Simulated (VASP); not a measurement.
Here is a VASP 6.6.1 calculation.

Contents of INCAR:

```
PREC     = Accurate       # precision mode
ENCUT    = 600            # plane-wave cutoff, eV
EDIFF    = 1E-6           # SCF threshold, eV
ISMEAR   = 0              # smearing method
SIGMA    = 0.02           # smearing width, eV
LREAL    = False          # projectors in reciprocal space
LASPH    = True           # aspherical terms in the spheres
NELM     = 100            # most SCF steps
ALGO     = Normal         # electronic algorithm
ISIF     = 4              # what is computed and relaxed
LWAVE    = False          # write WAVECAR
LCHARG   = False          # write CHGCAR
GGA      = PE             # functional
IVDW     = 12             # dispersion correction
IBRION   = 2              # ionic algorithm
NSW      = 50             # ionic steps
EDIFFG   = -0.01          # ionic threshold
```

The input KPOINTS:

```
regular mesh
0
Gamma
  12 12 12
```

File POSCAR:

```
BN
1.0
    0.0000000000      3.4674039913      2.1917047554
    1.2666813373      0.0000000000      2.1917047554
    1.2666813373      3.4674039913      0.0000000000
B N
1 1
Direct
    0.0000897078      0.0000897078      0.9999102922
    0.6666102822      0.6666102822      0.3333897178
```

Potentials or basis: VASP PAW PBE potentials, release 64 (B, N).

Command:

```bash
$ cat potpaw_PBE.64/B/POTCAR potpaw_PBE.64/N/POTCAR > POTCAR
$ mpirun -np 1 vasp_std > vasp.out
```

Q: What does it give for the dispersion energy per atom?

A: -0.130 eV.

Q: Predict the band gap on the k mesh.

A: 3.87 eV (least direct gap 4.53 eV).

Stress tensor (GPa, compression positive):
```
-1.51  0.00  0.00
 0.00 -1.37  0.00
 0.00  0.00 -1.39
```

A k mesh can miss the band edges.
